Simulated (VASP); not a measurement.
# PtSe2 (P-3m1) in VASP: further runs, part 2 of 2

VASP 6.6.1. The steps go on from the part before.

### Step 3. Relaxation of cell and atoms, PBEsol

This run uses another cell than the first one, of 19.86 Å³/atom.

Contents of INCAR:

```
ALGO = Normal
EDIFF = 1E-6
EDIFFG = -0.005
ENCUT = 600
GGA = PS
IBRION = 2
ISIF = 3
ISMEAR = 0
LASPH = True
LCHARG = False
LREAL = False
LWAVE = False
NELM = 60
NSW = 100
PREC = Accurate
SIGMA = 0.1
```

Contents of KPOINTS:

```
k-points
0
Gamma
  12 12 10
```

Contents of POSCAR:

```
PtSe2
1.0
    3.7593610433      0.0000000000      0.0000000000
   -1.8796805216      3.2557021655      0.0000000000
    0.0000000000      0.0000000000      4.8685550597
Pt Se
1 2
Direct
    0.0000000000      0.0000000000      0.0000000000
    0.6666666667      0.3333333333      0.7393682788
    0.3333333333      0.6666666667      0.2606317212
```

Potentials or basis: VASP PAW PBE potentials, release 64 (Pt, Se).

The run is started by

```sh
$ cat potpaw_PBE.64/Pt/POTCAR potpaw_PBE.64/Se/POTCAR > POTCAR
$ mpirun -np 1 vasp_std > vasp.out
```

OUTCAR:

```text
EDIFF = 1E-6
   EDIFFG = -0.005
   ENCUT = 600
   GGA = PS
   IBRION = 2
   ISIF = 3
   ISMEAR = 0
   LASPH = True
   LREAL = False
   NELM = 60
   NSW = 100
   PREC = Accurate

 ion  position               nearest neighbor table
   1  0.000  0.000  0.000-   2 2.51   3 2.51   3 2.51   2 2.51   2 2.51   3 2.51
   2  0.667  0.333  0.739-   1 2.51   1 2.51   1 2.51
   3  0.333  0.667  0.261-   1 2.51   1 2.51   1 2.51

  LATTYP: Found a hexagonal cell.
 ALAT       =     3.7593610433
 C/A-ratio  =     1.2950485478

  Lattice vectors:

 A1 = (   3.7593610433,   0.0000000000,   0.0000000000)
 A2 = (  -1.8796805216,   3.2557021655,   0.0000000000)
 A3 = (   0.0000000000,   0.0000000000,   4.8685550597)

Analysis of symmetry for initial positions (statically):
=====================================================================
 Subroutine PRICEL returns:
 Original cell was already a primitive cell.

 Routine SETGRP: Setting up the symmetry group for a
 hexagonal supercell.

 Subroutine GETGRP returns: Found 12 space group operations
 (whereof 12 operations were pure point group operations)
 out of a pool of 24 trial point group operations.

The static configuration has the point symmetry D_3d.

Analysis of symmetry for dynamics (positions and initial velocities):
=====================================================================
 Subroutine PRICEL returns:
 Original cell was already a primitive cell.

 Routine SETGRP: Setting up the symmetry group for a
 hexagonal supercell.

 Subroutine GETGRP returns: Found 12 space group operations
 (whereof 12 operations were pure point group operations)
 out of a pool of 24 trial point group operations.

The dynamic configuration has the point symmetry D_3d.

 Subroutine INISYM returns: Found 12 space group operations
 (whereof 12 operations are pure point group operations),
 and found     1 'primitive' translations

----------------------------------------------------------------------------------------

                                     Primitive cell

  volume of cell :      59.5880

  direct lattice vectors                    reciprocal lattice vectors
     3.759361043  0.000000000  0.000000000     0.266002650  0.153576702  0.000000000
    -1.879680522  3.255702165  0.000000000     0.000000000  0.307153403  0.000000000
     0.000000000  0.000000000  4.868555060     0.000000000  0.000000000  0.205399752

  length of vectors
     3.759361043  3.759361043  4.868555060     0.307153403  0.307153403  0.205399752

  position of ions in fractional coordinates (direct lattice)
     0.000000000  0.000000000  0.000000000
     0.666666667  0.333333333  0.739368279
     0.333333333  0.666666667  0.260631721

  ion indices of the primitive-cell ions
   primitive index   ion index
                 1           1
                 2           2
                 3           3

----------------------------------------------------------------------------------------

 KPOINTS: k-points

Automatic generation of k-mesh.
 Grid dimensions read from file:
 generate k-points for:   12   12   10

 Generating k-lattice:

  Cartesian coordinates                     Fractional coordinates (reciprocal lattice)
     0.022166888  0.012798058  0.000000000     0.083333333  0.000000000  0.000000000
[... 53 lines left out ...]
   ISPIN  =      1    spin polarized calculation?
   LNONCOLLINEAR =      F non collinear calculations
   LSORBIT =      F    spin-orbit coupling
   LASPH  =      T    aspherical Exc in radial PAW
   ENCUT  =  600.0 eV  44.10 Ry    6.64 a.u.   7.51  7.51  9.72*2*pi/ulx,y,z
   NELM   =     60;   NELMIN=  2; NELMDL= -5     # of ELM steps
   EDIFF  = 0.1E-05   stopping-criterion for ELM
   LREAL  =      F    real-space projection
   EDIFFG = -.5E-02   stopping-criterion for IOM
   NSW    =    100    number of steps for IOM
   IBRION =      2    ionic relax: 0-MD 1-quasi-New 2-CG
   NFREE  =      1    steps in history (QN), initial steepest desc. (CG)
   ISIF   =      3    stress and relaxation
   ISYM   =      2    0-nonsym 1-usesym 2-fastsym
   POTIM  = 0.5000    time-step for ionic-motion
   TEBEG  =    0.0;   TEEND  =   0.0 temperature during run
   PSTRESS=    0.0 pullay stress
   NELECT =      22.0000    total number of electrons
   NUPDOWN=      -1.0000    fix difference up-down
   EMIN   =  10.00;   EMAX   =-10.00  energy-range for DOS
   EFERMI =   0.00;   METHOD = LEGACY
   ISMEAR =     0;   SIGMA  =   0.10  broadening in eV -4-tet -1-fermi 0-gaus
   EFERMI_NEDOS =   21; number of points for ismear=-14 and -15
   IALGO  =     38    algorithm
   IMIX   =      4    mixing-type and parameters
     AMIX     =   0.40;   BMIX     =  1.00
     AMIX_MAG =   1.60;   BMIX_MAG =  1.00
  volume/ion in A,a.u.               =      19.86       134.04
  Fermi-wavevector in a.u.,A,eV,Ry     =   1.174436  2.219363 18.766524  1.379301
  Thomas-Fermi vector in A             =   2.310833
   LORBIT       =      0    0 simple, 1 ext, 2 COOP (PROOUT), +10 PAW based schemes
   GGA     = PS    functional components
   LHFCALC =     F    Hartree Fock is set to
   AEXX    =    0.0000 exact exchange contribution
   IVDW    =     0    specifies the selected vdW correction
   LEPSILON=     F    determine dielectric tensor
   LRPA    =     F    only Hartree local field effects (RPA)
 conjugate gradient relaxation of ions
 non-spin polarized calculation
 Gauss-broadening in eV      SIGMA  =   0.10
  energy-cutoff  :      600.00
  volume of cell :       59.59
 maximum number of plane-waves:      2012
   NGX = 15   NGY = 15   NGZ = 19

--------------------------------------- Ionic step        1  -------------------------------------------

 number of electron      22.0000002 magnetization

 Free energy of the ion-electron system (eV)
  ---------------------------------------------------
  ext. energy  EPLUGINS =         0.00000000
  ---------------------------------------------------
  free energy    TOTEN  =       -15.90728701 eV

  energy without entropy =      -15.90279469  energy(sigma->0) =      -15.90504085

------------------------ aborting loop because EDIFF is reached ----------------------------------------

  FORCE on cell =-STRESS in cart. coord.  units (eV):
  Direction    XX          YY          ZZ          XY          YZ          ZX
  --------------------------------------------------------------------------------------
  -------------------------------------------------------------------------------------
  Total        0.0470139      0.0470139      0.0218845      0.0000000     -0.0000000      0.0000000
  in kB        1.2640912      1.2640912      0.5884202      0.0000000     -0.0000000      0.0000000
  external PRESSURE =       1.0388675 kB  Pullay stress =       0.0000000 kB
[... 61 lines left out ...]
--------------------------------------- Ionic step        3  -------------------------------------------

 number of electron      22.0000002 magnetization

 Free energy of the ion-electron system (eV)
  ---------------------------------------------------
  ext. energy  EPLUGINS =         0.00000000
  ---------------------------------------------------
  free energy    TOTEN  =       -15.90730174 eV

  energy without entropy =      -15.90280978  energy(sigma->0) =      -15.90505576

 E-fermi :   6.5509     XC(G=0): -10.9529

 val. band max:        6.5333007442   @ k =   0.0000   0.1667   0.1000
 cond. band min:       6.5534683421   @ k =  -0.2500  -0.4167   0.1000
 fundamental gap:      0.0201675979
 Fermi energy:         6.5509110513

 k-point     1 :       0.0000    0.0000    0.0000
  band No.  band energies     occupation
      1      -9.1582      2.00000
      2      -6.0937      2.00000
      3      -0.6253      2.00000
      4       0.2100      2.00000
      5       0.2100      2.00000
      6       2.6911      2.00000
      7       2.6911      2.00000
      8       4.0701      2.00000
      9       5.5276      2.00000
     10       5.5276      2.00000
     11       7.2834      0.00000
     12       7.7435      0.00000
     13       7.7435      0.00000
     14       9.8235      0.00000
[... 401 lines left out ...]
      2      -6.3361      2.00000
      3      -0.3032      2.00000
      4       0.3695      2.00000
      5       0.6514      2.00000
      6       2.0614      2.00000
      7       2.5381      2.00000
      8       3.4324      2.00000
      9       4.7035      2.00000
     10       5.3240      2.00000
     11       6.5333      1.19668
     12       7.6348      0.00000
     13       7.7492      0.00000
     14      11.1786      0.00000
     15      11.6969      0.00000

 [... further k-points ...]

------------------------ aborting loop because EDIFF is reached ----------------------------------------

  FORCE on cell =-STRESS in cart. coord.  units (eV):
  Direction    XX          YY          ZZ          XY          YZ          ZX
  --------------------------------------------------------------------------------------
  -------------------------------------------------------------------------------------
  Total        0.0000815      0.0000815     -0.0109668      0.0000000     -0.0000000      0.0000000
  in kB        0.0021893      0.0021893     -0.2946728      0.0000000     -0.0000000      0.0000000
  external PRESSURE =      -0.0967647 kB  Pullay stress =       0.0000000 kB
[... 18 lines left out ...]
  FREE ENERGIE OF THE ION-ELECTRON SYSTEM (eV)
  ---------------------------------------------------
  free  energy   TOTEN  =       -15.9073017422 eV

  energy  without entropy=      -15.9028097848  energy(sigma->0) =      -15.90505576

 reached required accuracy - stopping structural energy minimisation
```

CONTCAR:

```text
PtSe2
   1.00000000000000
     3.7603849171131096    0.0000000000000157    0.0000000000000000
    -1.8801924585065277    3.2565888662324181   -0.0000000000000000
     0.0000000000000000   -0.0000000000000000    4.8691722820196546
  Pt              Se
     1     2
Direct
     0.0000000000000000    0.0000000000000000    0.0000000000000000
     0.6666666667000030    0.3333333332999970    0.7393126856672754
     0.3333333332999970    0.6666666667000030    0.2606873143327247

  0.00000000E+00  0.00000000E+00  0.00000000E+00
  0.00000000E+00  0.00000000E+00  0.00000000E+00
  0.00000000E+00  0.00000000E+00  0.00000000E+00
```

It took 3.7 min on 1 thread of Intel Xeon Platinum 8259CL at 2.50GHz (Skylake/Cascade Lake), shared host; peak memory 0.34 GiB.

Results:

```
Free energy                           : -15.9073 eV
Relaxed volume                        : 19.88 Å³/atom
Relaxed cell                          : a = 3.760 Å, b = 3.760 Å, c = 4.869 Å, α = 90.00°, β = 90.00°, γ = 120.00°
Space group after relaxing (to 0.1 Å) : P-3m1 (No. 164)
Energy gained by relaxing             : 0.0 meV/atom
Ionic steps                           : 3
Pressure after relaxing               : 0.0 GPa
Largest force after relaxing          : 0.005 eV/Å
Band gap on the k mesh                : zero (bands 11 and 12 overlap by 0.77 eV)
```

Forces on the atoms (eV/Å):
```
Pt   0.000  0.000  0.000
Se   0.000  0.000 -0.005
Se   0.000  0.000  0.005
```

Final structure:
```
Pt Se
1.0
     3.76038    0.00000    0.00000
    -1.88019    3.25659    0.00000
     0.00000    0.00000    4.86917
Pt Se
1 2
Direct
  0.00000 0.00000 0.00000
  0.66667 0.33333 0.73931
  0.33333 0.66667 0.26069
```

Levels at points of the mesh, in eV from the Fermi level:
```
           k point  band 8  band 9  band 10  band 11  band 12  band 13  band 14  band 15
(0.00, 0.00, 0.00)   -2.48   -1.02    -1.02     0.73     1.19     1.19     3.27     4.05
(0.50, 0.00, 0.00)   -3.69   -3.38    -3.31    -2.93     0.53     2.49     4.91     5.97
(0.00, 0.00, 0.50)   -2.94   -1.69    -1.65    -1.65     2.34     2.34     4.86     6.42
(0.50, 0.00, 0.50)   -3.40   -3.12    -2.70    -1.16     0.72     1.46     4.76     4.82
```

Caveat: the PAW data sets were made with another functional, which shifts forces and pressure a little; spin-orbit coupling is left out, which moves the levels of the heavy elements.

The gap in the log of VASP goes by the Fermi energy; the results here count the filled bands.